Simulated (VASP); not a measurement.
Input of a VASP 6.6.1 run:

File INCAR:

```
PREC = Accurate ; ENCUT = 520
EDIFF = 1E-6 ; ISMEAR = 0
SIGMA = 0.05 ; LREAL = F
LASPH = T ; NELM = 60
ALGO = Normal ; ISIF = 2
LWAVE = F ; LCHARG = T
GGA = PS ; LELF = T
LVHAR = T ; NBANDS = 15
```

KPOINTS

```
regular mesh
0
Gamma
  8 8 8
```

The input POSCAR:

```
BaS
1.0
    0.0000000000      3.5143479611      3.5143479611
    3.5143479611      0.0000000000      3.5143479611
    3.5143479611      3.5143479611      0.0000000000
Ba S
1 1
Direct
    0.0000000000      0.0000000000      0.0000000000
    0.2500000000      0.2500000000      0.2500000000
```

Potentials or basis: VASP PAW PBE potentials, release 64 (Ba_sv, S).

Launch:

```console
$ cat potpaw_PBE.64/Ba_sv/POTCAR potpaw_PBE.64/S/POTCAR > POTCAR
$ mpirun -np 1 vasp_std > vasp.out
```

(1) What does it give for the pressure?

(2) Estimate the band gap on the k mesh.

## Answers

(1) -0.6 GPa.

(2) 2.63 eV, indirect (least direct gap 3.32 eV).

Caveat: the PAW data sets were made with another functional, which shifts forces and pressure a little; spin-orbit coupling is left out, which moves the levels of the heavy elements.
